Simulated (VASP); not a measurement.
Set up this calculation in VASP 6.6.1, as the native input.

```yaml
Task: density of states
Functional: PBE
Potentials_or_basis: VASP PAW PBE potentials, release 64 (Be, Te)
Cutoff: 520 eV
k_mesh: 8 × 8 × 8
Occupations: fermi-dirac, width 0.1 eV
Spin: no spin polarisation
Dipole_correction: no
k_mesh_for_the_DOS: 12 × 12 × 12
Occupations_for_the_DOS: tetrahedron
Further_INCAR_settings: ALGO = Normal; EDIFF = 1e-06
```

BeTe:

```
CELL_PARAMETERS angstrom
0.00000 2.79052 2.79052
2.79052 0.00000 2.79052
2.79052 2.79052 0.00000
ATOMIC_POSITIONS crystal
Be 0.00000 0.00000 0.00000
Te 0.25000 0.25000 0.25000
```

These files were run (other wordings do the same):

POSCAR

```
BeTe
1.0
    0.0000000000      2.7905210000      2.7905210000
    2.7905210000      0.0000000000      2.7905210000
    2.7905210000      2.7905210000      0.0000000000
Be Te
1 1
Direct
    0.0000000000      0.0000000000      0.0000000000
    0.2500000000      0.2500000000      0.2500000000
```

INCAR.step1

```
PREC = Accurate
ENCUT = 520
EDIFF = 1E-6
ISMEAR = -1
SIGMA = 0.1
LREAL = False
LASPH = True
NELM = 120
ALGO = Normal
ISIF = 2
LWAVE = False
LCHARG = True
GGA = PE
NBANDS = 11
GGA_COMPAT = False
NEDOS = 2001
LORBIT = 11
```

KPOINTS.step1

```
regular mesh
0
Gamma
  8 8 8
```

INCAR.step2

```
PREC = Accurate
ENCUT = 520
EDIFF = 1E-6
ISMEAR = -5
SIGMA = 0.1
LREAL = False
LASPH = True
NELM = 120
ALGO = Normal
ISIF = 2
LWAVE = False
LCHARG = False
GGA = PE
LORBIT = 11
NEDOS = 1001
ICHARG = 11
GGA_COMPAT = False
```

KPOINTS.step2

```
regular mesh
0
Gamma
  12 12 12
```

Potentials or basis: VASP PAW PBE potentials, release 64 (Be, Te).

Command:

```console
$ cat potpaw_PBE.64/Be/POTCAR potpaw_PBE.64/Te/POTCAR > POTCAR
$ cp INCAR.step1 INCAR
$ cp KPOINTS.step1 KPOINTS
$ mpirun -np 1 vasp_std > vasp.out
$ cp INCAR.step2 INCAR
$ cp KPOINTS.step2 KPOINTS
$ mpirun -np 1 vasp_std > vasp.out
```

It gave:

The valence electrons inside the program's atomic spheres are Be 0.97; Te 3.52.

Caveat: spin-orbit coupling is left out, which moves the levels of the heavy elements.

It took 14 s on 1 thread of Intel(R) Xeon(R) 6975P-C (Granite Rapids), with other jobs on the host, peak memory 0.17 GiB.
